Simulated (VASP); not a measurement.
BaZnSbCl, 8 atoms in the cell. It takes space group P4/nmm (No. 129, tetragonal). The conventional cell has a = 4.702 Å, b = 4.702 Å, c = 10.360 Å, α = 90.00°, β = 90.00°, γ = 90.00°. Within 3.7 Å of Ba (site symmetry 4mm) lie 4 Cl at 2.81 Å. Within 3.7 Å of Cl (site symmetry -4m2) lie 4 Ba at 2.81 Å and 4 Cl at 3.32 Å. Zn (site symmetry -4m2) has 4 Sb at 2.91 Å and 4 Zn at 3.32 Å within 3.8 Å. Within 3.8 Å of Sb (site symmetry 4mm) lie 4 Zn at 2.91 Å. 

```yaml
Program: VASP 6.6.1
Task: single point
Functional: revPBE
Potentials_or_basis: VASP PAW PBE potentials, release 64 (Ba_sv, Cl, Zn, Sb)
Cutoff: 520 eV
k_mesh: 4 × 4 × 2
Occupations: fermi-dirac, width 0.1 eV
Spin: no spin polarisation
Dipole_correction: no
Further_INCAR_settings: ALGO = Normal; EDIFF = 1e-06; NBANDS = 44
```

Potentials or basis: VASP PAW PBE potentials, release 64 (Ba_sv, Cl, Zn, Sb).

Command:

```console
$ cat potpaw_PBE.64/Ba_sv/POTCAR potpaw_PBE.64/Cl/POTCAR potpaw_PBE.64/Zn/POTCAR potpaw_PBE.64/Sb/POTCAR > POTCAR
$ mpirun -np 1 vasp_std > vasp.out
```

Hardware: 1 thread of Oxide Virtual Turin-like Processor, on a shared host.

Q: How long does it take, and how much memory?

A: It took 4.1 min on 1 thread of Oxide Virtual Turin-like Processor (shared host), peak memory 0.35 GiB. Counts: scf iterations 15, k points 12.
